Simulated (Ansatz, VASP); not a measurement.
# Two plane-wave programs on Re3B2

INCAR

```
ALGO = Fast
EDIFF = 1E-6
EDIFFG = -0.01
ENCUT = 600
GGA = PE
IBRION = 2
ISIF = 3
ISMEAR = 0
LASPH = True
LCHARG = False
LREAL = False
LWAVE = False
NELM = 100
NSW = 100
PREC = Accurate
SIGMA = 0.1
```

File KPOINTS:

```
k-points
0
Gamma
  12 12 8
```

Contents of POSCAR:

```
Re3B2
1.0
    3.5550100168      0.0000000000      0.0000000000
   -1.7775050084      3.0787289853      0.0000000000
    0.0000000000      0.0000000000      5.5720113236
Re B
3 2
Direct
    0.0000000000      0.0000000000      0.0000000000
    0.3333333333      0.6666666667      0.6490519601
    0.6666666667      0.3333333333      0.3509480399
    0.3333333333      0.6666666667      0.2284788232
    0.6666666667      0.3333333333      0.7715211768
```

Input for Ansatz:

```yaml
crystal:
  lattice:
    - [3.5550100168, 0.0, 0.0]
    - [-1.7775050084, 3.0787289853, 0.0]
    - [0.0, 0.0, 5.5720113236]
  atoms:
    - { symbol: Re, position: [0.0, 0.0, 0.0] }
    - { symbol: Re, position: [0.3333333333, 0.6666666667, 0.6490519601] }
    - { symbol: Re, position: [0.6666666667, 0.3333333333, 0.3509480399] }
    - { symbol: B, position: [0.3333333333, 0.6666666667, 0.2284788232] }
    - { symbol: B, position: [0.6666666667, 0.3333333333, 0.7715211768] }
basis:
  ecutwfc: 420
kpoints:
  mp_grid: { grid: [12, 12, 8] }
hamiltonian:
  xc: pbe
scf:
  occupations: { method: gaussian, width: 0.1 }
output:
  forces: true
  stress: true
  eigenvalues: true
relax:
  adjacent_minimum: "off"
  f_tol: 0.01
  max_steps: 80
  cell: { stress_tol: 0.05 }
```

Alike in both runs: task relaxation of cell and atoms; functional PBE; k mesh 12 × 12 × 8; occupations gaussian, width 0.1 eV; no spin polarisation.

|  | VASP | Ansatz |
| --- | --- | --- |
| version | VASP 6.6.1 | Ansatz 0.2.0 |
| potentials or method | VASP PAW PBE potentials, release 64 (Re, B), cutoff 600 eV | scalar-relativistic, plane waves, PAW |
| valence electrons in the cell | 27 | 51 |

VASP gave:

```
gap on the k mesh at the Fermi level, each at its own relaxed structure (eV) : none
relaxed volume (Å³/atom)                                                     : 12.22
relaxed cell length with the largest relative difference (Å)                 : 3.547
```

**Question.** What did Ansatz give for the same quantities?

**Answer.** gap on the k mesh at the Fermi level, each at its own relaxed structure (eV): none; relaxed volume (Å³/atom): 12.19; relaxed cell length with the largest relative difference (Å): 3.543.

A gap of «none» marks a metal or a gap that the smearing closes. VASP's potentials hold 27 valence electrons a cell and Ansatz's 51, so a difference there can come from the potentials and not from the codes.

Neither program's run includes spin-orbit coupling.
